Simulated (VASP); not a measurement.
# WSe3: relaxation of cell and atoms with PBE

Crystal: WSe3.

```xyz
4
Lattice="2.8509 0.0000 0.0000 -1.4254 2.4689 0.0000 0.0000 0.0000 11.9624" Properties=species:S:1:pos:R:3 pbc="T T T"
W     0.0000    0.0000    5.9812
Se    2.8509    0.0000    8.5252
Se    0.0000    0.0000    3.4372
Se    2.8509    0.0000    0.0000
```

The cell was generated, and may not be a known phase.

```json
{
  "Program": "VASP 6.6.1",
  "Task": "relaxation of cell and atoms",
  "Functional": "PBE",
  "Potentials or basis": "VASP PAW PBE potentials, release 64 (W_sv, Se)",
  "Cutoff": "600 eV",
  "k mesh": "6 × 6 × 2",
  "Occupations": "gaussian, width 0.1 eV",
  "Spin": "collinear spin",
  "Starting moments": "[0.21, 0.01, 0.01, 0.03] μB",
  "Dipole correction": "no",
  "Further INCAR settings": "ALGO = Normal; EDIFF = 1e-06; IBRION = 2; EDIFFG = -0.04; NSW = 90; ISIF = 3"
}
```

```json
{
 "Relaxed volume": "21.40 Å³/atom",
 "Relaxed cell": "a = 2.850 Å, b = 2.850 Å, c = 12.173 Å, α = 90.00°, β = 90.00°, γ = 120.00°",
 "Space group after relaxing (to 0.1 Å)": "P6/mmm (No. 191)",
 "Energy gained by relaxing": "2.3 meV/atom",
 "Ionic steps": "9",
 "Pressure after relaxing": "-0.1 GPa",
 "Largest force after relaxing": "0.023 eV/Å",
 "Net moment": "0.48 μB per cell",
 "Site moments": "W +0.28; Se +0.01, +0.02 (each value once) μB",
 "Valence electrons inside the program's atomic spheres": "W 11.92; Se 3.73, 3.64 (each value once)"
}
```

Forces in eV/Å, atoms in the order of the input:
```
W    0.000  0.000  0.000
Se   0.000  0.000 -0.023
Se   0.000  0.000  0.023
Se   0.000  0.000  0.000
```

Stress tensor (GPa, compression positive):
```
-0.13  0.00  0.00
 0.00 -0.13  0.00
 0.00  0.00  0.08
```

Step by step:
| step | energy change (eV) | largest force (eV/Å) | pressure (GPa) | volume (Å³) |
| --- | --- | --- | --- | --- |
| 1 | 0.0000 | 0.1785 | 0.87 | 84.20 |
| 2 | -0.0010 | 0.2547 | -0.91 | 85.59 |
| 3 | -0.0066 | 0.0547 | -0.10 | 84.92 |
| 4 | -0.0066 | 0.0498 | -0.08 | 84.91 |
| 5 | -0.0069 | 0.0515 | 0.13 | 84.80 |
| 6 | -0.0069 | 0.0516 | 0.15 | 84.78 |
| 7 | -0.0072 | 0.0492 | 0.14 | 84.87 |
| 8 | -0.0080 | 0.0404 | 0.07 | 85.12 |
| 9 | -0.0091 | 0.0229 | -0.06 | 85.62 |

Final structure:
```
W Se
1.0
     2.84985    0.00000    0.00000
    -1.42493    2.46805    0.00000
     0.00000    0.00000   12.17274
W Se
1 3
Direct
  0.00000 0.00000 0.50000
  0.00000 0.00000 0.71089
  0.00000 0.00000 0.28911
  0.00000 0.00000 0.00000
```

Levels at points of the mesh, in eV from the Fermi level:
Spin up:
| k point | band 12 | band 13 | band 14 | band 15 | band 16 | band 17 | band 18 | band 19 | band 20 |
| --- | --- | --- | --- | --- | --- | --- | --- | --- | --- |
| (0.00, 0.00, 0.00) | -0.26 | -0.26 | 2.08 | 2.08 | 2.28 | 3.88 | 3.88 | 4.48 | 4.48 |
| (0.50, 0.00, 0.00) | -3.12 | -2.05 | -2.04 | 0.01 | 0.19 | 1.03 | 1.66 | 1.78 | 2.61 |
| (0.00, 0.00, 0.50) | -0.26 | -0.26 | 2.08 | 2.08 | 3.17 | 3.90 | 3.90 | 4.22 | 4.43 |
| (0.50, 0.00, 0.50) | -3.25 | -2.04 | -1.59 | -0.44 | 0.19 | 1.05 | 1.64 | 1.73 | 2.62 |
Spin down:
```
           k point  band 11  band 12  band 13  band 14  band 15  band 16  band 17  band 18  band 19  band 20
(0.00, 0.00, 0.00)    -3.03     0.06     0.06     2.17     2.17     2.34     3.89     3.89     4.50     4.50
(0.50, 0.00, 0.00)    -4.07    -3.02    -2.02    -1.89     0.05     0.25     1.04     1.68     2.08     2.70
(0.00, 0.00, 0.50)    -3.30     0.06     0.06     2.17     2.17     3.23     3.90     3.90     4.32     4.45
(0.50, 0.00, 0.50)    -4.10    -3.13    -1.88    -1.57    -0.39     0.24     1.05     1.65     2.02     2.70
```

It took 4.6 min on 1 thread of AMD EPYC 9R45 96-Core Processor (Zen 5) (shared host), peak memory 0.27 GiB.

Caveat: the k points lie up to 0.42 Å⁻¹ apart in the final cell; the highest band is partly filled, so the run has too few bands; a moment this small can come from the mesh or the smearing; spin-orbit coupling is left out, which moves the levels of the heavy elements; this functional lacks dispersion, which binds layers or chains, so the pressure and a relaxed spacing across them are unreliable.
